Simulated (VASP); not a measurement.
# Ca (P6_3/mmc) in VASP: further runs

Ca is run at these levels: LDA; tasks: single point.

All numbers are computed with VASP 6.6.1; they aren't measurements. Logs are shortened: lines on timing, memory, paths and dates and some standing lists are left out, and cuts for length are marked.

## 1. The cell of the first run

The structure is hexagonal, space group P6_3/mmc (No. 194). The conventional cell has a = 2.915 Å, b = 2.915 Å, c = 4.681 Å, α = 90.00°, β = 90.00°, γ = 120.00°. Within 3.8 Å of Ca (site symmetry -6m2) lie 12 Ca at 2.88 to 2.91 Å.

This isn't the form of Ca at room conditions, which is fcc.

## 2. Single point, LDA

File INCAR:

```
ALGO = Normal
EDIFF = 1E-6
ENCUT = 500
GGA_COMPAT = False
ISIF = 2
ISMEAR = 1
LASPH = True
LCHARG = False
LREAL = False
LWAVE = False
NBANDS = 17
NELM = 120
PREC = Accurate
SIGMA = 0.1
```

File KPOINTS:

```
k-points
0
Gamma
  5 5 3
```

File POSCAR:

```
Ca
1.0
    2.9146897755      0.0000000000      0.0000000000
   -1.4573448878      2.5241953898      0.0000000000
    0.0000000000      0.0000000000      4.6811210247
Ca
2
Direct
    0.3333333333      0.6666666667      0.2500000000
    0.6666666667      0.3333333333      0.7500000000
```

Potentials or basis: VASP PAW LDA potentials, release 64 (Ca_sv).

The run is started by

```sh
$ cat potpaw_LDA.64/Ca_sv/POTCAR > POTCAR
$ mpirun -np 1 vasp_std > vasp.out
```

OUTCAR:

```text
EDIFF = 1E-6
   ENCUT = 500
   ISIF = 2
   ISMEAR = 1
   LASPH = True
   LREAL = False
   NELM = 120
   PREC = Accurate

 ion  position               nearest neighbor table
   1  0.333  0.667  0.250-   2 2.88   2 2.88   2 2.88   2 2.88   2 2.88   2 2.88
   2  0.667  0.333  0.750-   1 2.88   1 2.88   1 2.88   1 2.88   1 2.88   1 2.88

  LATTYP: Found a hexagonal cell.
 ALAT       =     2.9146897755
 C/A-ratio  =     1.6060443427

  Lattice vectors:

 A1 = (   2.9146897755,   0.0000000000,   0.0000000000)
 A2 = (  -1.4573448878,   2.5241953898,   0.0000000000)
 A3 = (   0.0000000000,   0.0000000000,   4.6811210247)

Analysis of symmetry for initial positions (statically):
=====================================================================
 Subroutine PRICEL returns:
 Original cell was already a primitive cell.

 Routine SETGRP: Setting up the symmetry group for a
 hexagonal supercell.

 Subroutine GETGRP returns: Found 24 space group operations
 (whereof 12 operations were pure point group operations)
 out of a pool of 24 trial point group operations.

The static configuration has the point symmetry D_3d.
 The point group associated with its full space group is D_6h.

Analysis of symmetry for dynamics (positions and initial velocities):
=====================================================================
 Subroutine PRICEL returns:
 Original cell was already a primitive cell.

 Routine SETGRP: Setting up the symmetry group for a
 hexagonal supercell.

 Subroutine GETGRP returns: Found 24 space group operations
 (whereof 12 operations were pure point group operations)
 out of a pool of 24 trial point group operations.

The dynamic configuration has the point symmetry D_3d.
 The point group associated with its full space group is D_6h.

 Subroutine INISYM returns: Found 24 space group operations
 (whereof 12 operations are pure point group operations),
 and found     1 'primitive' translations

----------------------------------------------------------------------------------------

                                     Primitive cell

  volume of cell :      34.4402

  direct lattice vectors                    reciprocal lattice vectors
     2.914689775  0.000000000  0.000000000     0.343089686  0.198082923  0.000000000
    -1.457344888  2.524195390  0.000000000     0.000000000  0.396165845  0.000000000
     0.000000000  0.000000000  4.681121025     0.000000000  0.000000000  0.213624043

  length of vectors
     2.914689775  2.914689776  4.681121025     0.396165845  0.396165845  0.213624043
[... 66 lines left out ...]
   EDIFF  = 0.1E-05   stopping-criterion for ELM
   LREAL  =      F    real-space projection
   EDIFFG = 0.1E-04   stopping-criterion for IOM
   NSW    =      0    number of steps for IOM
   IBRION =     -1    ionic relax: 0-MD 1-quasi-New 2-CG
   NFREE  =      0    steps in history (QN), initial steepest desc. (CG)
   ISIF   =      2    stress and relaxation
   ISYM   =      2    0-nonsym 1-usesym 2-fastsym
   POTIM  = 0.5000    time-step for ionic-motion
   TEBEG  =    0.0;   TEEND  =   0.0 temperature during run
   PSTRESS=    0.0 pullay stress
   NELECT =      20.0000    total number of electrons
   NUPDOWN=      -1.0000    fix difference up-down
   EMIN   =  10.00;   EMAX   =-10.00  energy-range for DOS
   EFERMI =   0.00;   METHOD = LEGACY
   ISMEAR =     1;   SIGMA  =   0.10  broadening in eV -4-tet -1-fermi 0-gaus
   EFERMI_NEDOS =   21; number of points for ismear=-14 and -15
   IALGO  =     38    algorithm
   IMIX   =      4    mixing-type and parameters
     AMIX     =   0.40;   BMIX     =  1.00
     AMIX_MAG =   1.60;   BMIX_MAG =  1.00
  volume/ion in A,a.u.               =      17.22       116.21
  Fermi-wavevector in a.u.,A,eV,Ry     =   1.365829  2.581043 25.381529  1.865490
  Thomas-Fermi vector in A             =   2.492023
   LORBIT       =      0    0 simple, 1 ext, 2 COOP (PROOUT), +10 PAW based schemes
   GGA     = CA    functional components
   LHFCALC =     F    Hartree Fock is set to
   AEXX    =    0.0000 exact exchange contribution
   IVDW    =     0    specifies the selected vdW correction
   LEPSILON=     F    determine dielectric tensor
   LRPA    =     F    only Hartree local field effects (RPA)
 non-spin polarized calculation
 Methfessel and Paxton  Order N= 1 SIGMA  =   0.10
  energy-cutoff  :      500.00
  volume of cell :       34.44
 maximum number of plane-waves:       881
 NGX is ok and might be reduce to    24
   NGX = 11   NGY = 11   NGZ = 17

 number of electron      20.0000006 magnetization

 Free energy of the ion-electron system (eV)
  ---------------------------------------------------
  ext. energy  EPLUGINS =         0.00000000
  ---------------------------------------------------
  free energy    TOTEN  =        -0.79783583 eV

  energy without entropy =       -0.79916719  energy(sigma->0) =       -0.79827962

 E-fermi :   6.5106     XC(G=0): -11.4811

 val. band max:        6.4375654309   @ k =   0.4000   0.2000   0.3333
 cond. band min:       6.5817785240   @ k =   0.2000   0.2000   0.0000
 fundamental gap:      0.1442130931
 Fermi energy:         6.5105803671

 k-point     1 :       0.0000    0.0000    0.0000
  band No.  band energies     occupation
      1     -33.6752      2.00000
      2     -33.1016      2.00000
      3     -16.0567      2.00000
      4     -14.0334      2.00000
      5     -14.0334      2.00000
      6     -13.7501      2.00000
[... 177 lines left out ...]
      4     -15.5643      2.00000
      5     -14.9402      2.00000
      6     -14.6201      2.00000
[... 9 lines left out ...]
     16      12.3082      0.00000
     17      13.8325      0.00000

------------------------ aborting loop because EDIFF is reached ----------------------------------------

  FORCE on cell =-STRESS in cart. coord.  units (eV):
  Direction    XX          YY          ZZ          XY          YZ          ZX
  --------------------------------------------------------------------------------------
  -------------------------------------------------------------------------------------
  Total        9.7495736      9.7495736      9.7635093     -0.0000000      0.0000000      0.0000000
  in kB      453.5561183    453.5561183    454.2044128     -0.0000000      0.0000000      0.0000000
  external PRESSURE =     453.7722165 kB  Pullay stress =       0.0000000 kB

 VOLUME and BASIS-vectors are now :
 -----------------------------------------------------------------------------
  energy-cutoff  :      500.00
  volume of cell :       34.44
      direct lattice vectors                 reciprocal lattice vectors
     2.914689775  0.000000000  0.000000000     0.343089686  0.198082923  0.000000000
    -1.457344888  2.524195390  0.000000000     0.000000000  0.396165845  0.000000000
     0.000000000  0.000000000  4.681121025     0.000000000  0.000000000  0.213624043

 POSITION                                       TOTAL-FORCE (eV/Angst)
 -----------------------------------------------------------------------------------
     -0.00000      1.68280      1.17028        -0.000000      0.000000      0.000000
      1.45734      0.84140      3.51084         0.000000     -0.000000      0.000000
 -----------------------------------------------------------------------------------
    total drift:                               -0.000000      0.000000     -0.000000

  FREE ENERGIE OF THE ION-ELECTRON SYSTEM (eV)
  ---------------------------------------------------
  free  energy   TOTEN  =        -0.7978358337 eV

  energy  without entropy=       -0.7991671879  energy(sigma->0) =       -0.79827962
```

OSZICAR:

```text
N       E                     dE             d eps       ncg     rms          rms(c)
DAV:   1     0.186183736115E+03    0.18618E+03   -0.10491E+04   340   0.119E+03
DAV:   2     0.876796217079E+01   -0.17742E+03   -0.17366E+03   368   0.347E+02
DAV:   3    -0.793836893142E+00   -0.95618E+01   -0.93421E+01   634   0.642E+01
DAV:   4    -0.931341099488E+00   -0.13750E+00   -0.13747E+00   390   0.753E+00
DAV:   5    -0.932985970954E+00   -0.16449E-02   -0.16448E-02   484   0.704E-01    0.267E+00
DAV:   6    -0.831323014884E+00    0.10166E+00   -0.59646E-02   518   0.105E+00    0.132E+00
DAV:   7    -0.796218566308E+00    0.35104E-01   -0.71142E-02   517   0.100E+00    0.292E-01
DAV:   8    -0.797822075101E+00   -0.16035E-02   -0.48775E-03   462   0.467E-01    0.687E-02
DAV:   9    -0.797836612729E+00   -0.14538E-04   -0.23145E-04   414   0.106E-01    0.136E-02
DAV:  10    -0.797835833707E+00    0.77902E-06   -0.37392E-06   435   0.155E-02
   1 F= -.79783583E+00 E0= -.79827962E+00  d E =0.133135E-02
```

Wall time 8.9 s (1 thread of Intel Xeon 8259CL, shared host); peak memory 0.13 GiB.

What came out:

- Free energy: -0.7978 eV
- Pressure: 45.4 GPa
- Band gap on the k mesh: zero (bands 10 and 11 overlap by 0.51 eV)

Caveat: the k points lie up to 0.50 Å⁻¹ apart, too coarse for converged energies and pressures of a metal.

[end of part 1 of 2]
